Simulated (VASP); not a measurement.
# CdS (Greenockite) (P1) in VASP: notebook

The runs below take CdS (Greenockite) through single point, with PBE.

Everything below comes from runs of VASP 6.6.1. Logs are shortened: lines on timing, memory, paths and dates and some standing lists are left out, and cuts for length are marked.

## Step 1: The cell of the first run

The typed cell holds 4 atoms: a = 4.140 Å, b = 4.173 Å, c = 6.689 Å, α = 89.57°, β = 89.76°, γ = 120.79°.

## Step 2: Single point, PBE

INCAR

```
PREC = Accurate
ENCUT = 500
EDIFF = 1E-6
ISMEAR = 0
SIGMA = 0.01
LREAL = F
LASPH = T
NELM = 120
ALGO = Normal
ISIF = 2
LWAVE = F
LCHARG = F
GGA = PE
NBANDS = 26
GGA_COMPAT = F
```

KPOINTS

```
Automatic mesh
0
Gamma
  4 4 2
```

POSCAR

```
CdS
1.0
    4.1396474996     -0.0382759932      0.0088651753
   -2.1029733157      3.6042627935      0.0157636393
    0.0143959265      0.0378666777      6.6885650877
Cd S
2 2
Direct
    0.3356000000      0.6513100000      0.0098000000
    0.6353900000      0.3258200000      0.4968700000
    0.3943400000      0.6938500000      0.3849000000
    0.6800500000      0.3472600000      0.8919100000
```

Potentials or basis: VASP PAW PBE potentials, release 64 (Cd, S).

Command:

```console
$ cat potpaw_PBE.64/Cd/POTCAR potpaw_PBE.64/S/POTCAR > POTCAR
$ mpirun -np 1 vasp_std > vasp.out
```

OUTCAR:

```text
PREC = Accurate
   ENCUT = 500
   EDIFF = 1E-6
   ISMEAR = 0
   LREAL = F
   LASPH = T
   NELM = 120
   ISIF = 2
   GGA = PE

 ion  position               nearest neighbor table
   1  0.336  0.651  0.010-   4 2.47   4 2.47   3 2.52   4 2.61
   2  0.635  0.326  0.497-   3 2.34   3 2.42   4 2.65   3 2.80
   3  0.394  0.694  0.385-   2 2.34   2 2.42   1 2.52   2 2.80
   4  0.680  0.347  0.892-   1 2.47   1 2.47   1 2.61   2 2.65

  LATTYP: Found a triclinic cell.
 ALAT       =     4.1066909026
 B/A-ratio  =     1.0080704976
 C/A-ratio  =     1.6287292925
 COS(alpha) =     0.0042412329
 COS(beta)  =     0.0119804443
 COS(gamma) =     0.4879025278

  Lattice vectors:

 A1 = (  -2.0366741839,  -3.5659868003,  -0.0246288146)
 A2 = (  -4.1396474996,   0.0382759932,  -0.0088651753)
 A3 = (  -0.0143959265,  -0.0378666777,  -6.6885650877)

Analysis of symmetry for initial positions (statically):
=====================================================================
 Subroutine PRICEL returns:
 Original cell was already a primitive cell.

 Routine SETGRP: Setting up the symmetry group for a
 triclinic supercell.

 Subroutine GETGRP returns: Found  1 space group operations
 (whereof  1 operations were pure point group operations)
 out of a pool of  2 trial point group operations.

The static configuration has the point symmetry C_1 .

Analysis of symmetry for dynamics (positions and initial velocities):
=====================================================================
 Subroutine PRICEL returns:
 Original cell was already a primitive cell.

 Routine SETGRP: Setting up the symmetry group for a
 triclinic supercell.

 Subroutine GETGRP returns: Found  1 space group operations
 (whereof  1 operations were pure point group operations)
 out of a pool of  2 trial point group operations.

The dynamic configuration has the point symmetry C_1 .

 Subroutine INISYM returns: Found  1 space group operations
 (whereof  1 operations are pure point group operations),
 and found     1 'primitive' translations

----------------------------------------------------------------------------------------

                                     Primitive cell

  volume of cell :      99.2539

[... 83 lines left out ...]
   LSORBIT =      F    spin-orbit coupling
   LASPH  =      T    aspherical Exc in radial PAW
   ENCUT  =  500.0 eV  36.75 Ry    6.06 a.u.   7.55  7.61 12.20*2*pi/ulx,y,z
   NELM   =    120;   NELMIN=  2; NELMDL= -5     # of ELM steps
   EDIFF  = 0.1E-05   stopping-criterion for ELM
   LREAL  =      F    real-space projection
   EDIFFG = 0.1E-04   stopping-criterion for IOM
   NSW    =      0    number of steps for IOM
   IBRION =     -1    ionic relax: 0-MD 1-quasi-New 2-CG
   NFREE  =      0    steps in history (QN), initial steepest desc. (CG)
   ISIF   =      2    stress and relaxation
   ISYM   =      2    0-nonsym 1-usesym 2-fastsym
   POTIM  = 0.5000    time-step for ionic-motion
   TEBEG  =    0.0;   TEEND  =   0.0 temperature during run
   PSTRESS=    0.0 pullay stress
   NELECT =      36.0000    total number of electrons
   NUPDOWN=      -1.0000    fix difference up-down
   EMIN   =  10.00;   EMAX   =-10.00  energy-range for DOS
   EFERMI =   0.00;   METHOD = LEGACY
   ISMEAR =     0;   SIGMA  =   0.01  broadening in eV -4-tet -1-fermi 0-gaus
   EFERMI_NEDOS =   21; number of points for ismear=-14 and -15
   IALGO  =     38    algorithm
   IMIX   =      4    mixing-type and parameters
     AMIX     =   0.40;   BMIX     =  1.00
     AMIX_MAG =   1.60;   BMIX_MAG =  1.00
  volume/ion in A,a.u.               =      24.81       167.45
  Fermi-wavevector in a.u.,A,eV,Ry     =   1.167508  2.206270 18.545757  1.363075
  Thomas-Fermi vector in A             =   2.304007
   LORBIT       =      0    0 simple, 1 ext, 2 COOP (PROOUT), +10 PAW based schemes
   GGA     = PE    functional components
   LHFCALC =     F    Hartree Fock is set to
   AEXX    =    0.0000 exact exchange contribution
   IVDW    =     0    specifies the selected vdW correction
   LEPSILON=     F    determine dielectric tensor
   LRPA    =     F    only Hartree local field effects (RPA)
 non-spin polarized calculation
 Gauss-broadening in eV      SIGMA  =   0.01
  energy-cutoff  :      500.00
  volume of cell :       99.25
 maximum number of plane-waves:      2543
   NGX = 15   NGY = 15   NGZ = 25

 number of electron      36.0000000 magnetization

 Free energy of the ion-electron system (eV)
  ---------------------------------------------------
  ext. energy  EPLUGINS =         0.00000000
  ---------------------------------------------------
  free energy    TOTEN  =       -11.93535974 eV

  energy without entropy =      -11.93535974  energy(sigma->0) =      -11.93535974

 E-fermi :   1.4120     XC(G=0):  -9.1378

 val. band max:        1.3369404583   @ k =   0.0000   0.0000   0.0000
 cond. band min:       2.5865736799   @ k =   0.0000   0.0000   0.0000
 fundamental gap:      1.2496332217
 Fermi energy:         1.4120459869

 k-point     1 :       0.0000    0.0000    0.0000
  band No.  band energies     occupation
      1     -11.2033      2.00000
      2     -10.6048      2.00000
      3      -6.6932      2.00000
      4      -6.5136      2.00000
      5      -6.3606      2.00000
      6      -6.3364      2.00000
[... 569 lines left out ...]
     25       9.9462      0.00000
     26      10.1063      0.00000

------------------------ aborting loop because EDIFF is reached ----------------------------------------

  FORCE on cell =-STRESS in cart. coord.  units (eV):
  Direction    XX          YY          ZZ          XY          YZ          ZX
  --------------------------------------------------------------------------------------
  -------------------------------------------------------------------------------------
  Total        3.3313918      3.2530502      1.6596387     -1.7882575      0.2741015      0.8542080
  in kB       53.7760347     52.5114285     26.7902409    -28.8664331      4.4246053     13.7888078
  external PRESSURE =      44.3592347 kB  Pullay stress =       0.0000000 kB

 VOLUME and BASIS-vectors are now :
 -----------------------------------------------------------------------------
  energy-cutoff  :      500.00
  volume of cell :       99.25
      direct lattice vectors                 reciprocal lattice vectors
     4.139647500 -0.038275993  0.008865175     0.242879656  0.141718391 -0.001325080
    -2.102973316  3.604262793  0.015763639     0.002582742  0.278963127 -0.001584882
     0.014395926  0.037866678  6.688565088    -0.000328005 -0.000845298  0.149514390

 POSITION                                       TOTAL-FORCE (eV/Angst)
 -----------------------------------------------------------------------------------
      0.01972      2.33502      0.07879        -0.004143      0.463922     -0.102017
      1.95225      1.16884      3.33412         1.291501      0.066245      0.893015
      0.17882      2.50030      2.58886        -1.305668     -0.051714     -0.253151
      2.09773      1.25936      5.97710         0.018310     -0.478454     -0.537847
 -----------------------------------------------------------------------------------
    total drift:                               -0.000354     -0.000137      0.000148

  FREE ENERGIE OF THE ION-ELECTRON SYSTEM (eV)
  ---------------------------------------------------
  free  energy   TOTEN  =       -11.9353597389 eV

  energy  without entropy=      -11.9353597389  energy(sigma->0) =      -11.93535974
```

It took 72 s on 1 thread of AMD EPYC 7R13, shared host; peak memory 0.18 GiB.

Results:

```yaml
Free_energy: -11.9354 eV
Pressure: 4.4 GPa
Largest_force: 1.572 eV/Å
Band_gap_on_the_k_mesh: 1.25 eV, direct
```

Forces in eV/Å, atoms in the order of the input:
```
Cd  -0.004  0.464 -0.102
Cd   1.292  0.066  0.893
S   -1.306 -0.052 -0.253
S    0.018 -0.478 -0.538
```

Caveat: the k points lie up to 0.47 Å⁻¹ apart; forces of over 1 eV/Å act on the atoms, so gaps and moduli don't describe the material at rest.

## Step 3: Single point, PBE

This run uses another cell than the first one, of 25.06 Å³/atom, 1.010 times its volume.

INCAR

```
PREC = Accurate ; ENCUT = 500
EDIFF = 1E-6 ; ISMEAR = 0
SIGMA = 0.01 ; LREAL = False
LASPH = True ; NELM = 120
ALGO = Normal ; ISIF = 2
LWAVE = False ; LCHARG = True
GGA = PE ; LELF = True
LVHAR = True ; NBANDS = 26
GGA_COMPAT = False
```

KPOINTS is that of step 2.

POSCAR

```
CdS
1.0
    4.1534694636     -0.0384037938      0.0088947754
   -2.1099949815      3.6162971492      0.0158162729
    0.0144439934      0.0379931116      6.7108976911
Cd S
2 2
Direct
    0.3356000000      0.6513100000      0.0098000000
    0.6353900000      0.3258200000      0.4968700000
    0.3943400000      0.6938500000      0.3849000000
    0.6800500000      0.3472600000      0.8919100000
```

Potentials or basis: VASP PAW PBE potentials, release 64 (Cd, S).

Command:

```console
$ cat potpaw_PBE.64/Cd/POTCAR potpaw_PBE.64/S/POTCAR > POTCAR
$ mpirun -np 1 vasp_std > vasp.out
```

It took 73 s on 1 thread of AMD EPYC 7R13, shared host; peak memory 0.19 GiB.

It converged, with:

```
Free energy            : -11.9610 eV
Pressure               : 3.7 GPa
Largest force          : 1.523 eV/Å
Band gap on the k mesh : 1.22 eV, direct
```

Forces on the atoms (eV/Å):
```
Cd  -0.002  0.451 -0.101
Cd   1.250  0.064  0.867
S   -1.265 -0.051 -0.248
S    0.017 -0.463 -0.518
```

Stress tensor (GPa, compression positive):
```
 4.64 -2.71  1.29
-2.71  4.50  0.39
 1.29  0.39  2.08
```

Levels at points of the mesh, in eV from the valence-band top:
```csv
k point,band 16,band 17,band 18,band 19,band 20,band 21
"(0.00, 0.00, 0.00)",-0.08,-0.02,0.00,1.22,2.69,6.40
"(0.50, 0.00, 0.00)",-1.99,-0.99,-0.84,3.16,3.78,4.80
"(0.00, 0.50, 0.00)",-1.80,-1.28,-0.73,3.70,3.74,5.10
"(0.50, 0.50, 0.00)",-1.73,-1.51,-0.72,3.88,4.03,5.25
"(0.00, 0.00, 0.50)",-0.46,-0.27,-0.15,2.74,2.89,5.91
"(0.50, 0.00, 0.50)",-1.42,-1.31,-1.17,3.14,3.81,4.83
"(0.00, 0.50, 0.50)",-1.37,-1.15,-1.03,3.27,3.58,5.10
"(0.50, 0.50, 0.50)",-1.36,-1.15,-1.01,3.39,3.59,5.31
```

Caveat: the k points lie up to 0.47 Å⁻¹ apart; forces of over 1 eV/Å act on the atoms, so gaps and moduli don't describe the material at rest.
